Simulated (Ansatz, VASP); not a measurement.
Ta in VASP and in Ansatz

```xyz
1
Lattice="-1.5682 1.6595 1.7217 1.5682 -1.6595 1.7217 1.5682 1.6595 -1.7217" Properties=species:S:1:pos:R:3 pbc="T T T"
Ta    0.0000    0.0000    0.0000
```

Change from the starting cell: normal strain along x -0.0550, normal strain along z +0.0375.

Alike in both runs: task single point; functional PBE; k mesh 18 × 18 × 18; occupations gaussian, width 0.15 eV; no spin polarisation.

|  | VASP | Ansatz |
| --- | --- | --- |
| version | VASP 6.6.1 | Ansatz 0.2.0 |
| potentials or method | VASP PAW PBE potentials, release 64 (Ta_pv), cutoff 520 eV | scalar-relativistic, plane waves, PAW |
| valence electrons in the cell | 11 | 13 |

Ansatz gave:

- gap on the k mesh at the Fermi level (eV): none
- pressure (GPa): 4.7
- traceless stress, the component that is largest in VASP (GPa): 4.66

**Question.** Which values does VASP return?

**Answer.** gap on the k mesh at the Fermi level (eV): none; pressure (GPa): 4.8; traceless stress, the component that is largest in VASP (GPa): 4.65.

A gap of «none» marks a metal or a gap that the smearing closes. VASP's potentials hold 11 valence electrons a cell and Ansatz's 13, so a difference there can come from the potentials and not from the codes.

Spin-orbit coupling is off throughout.
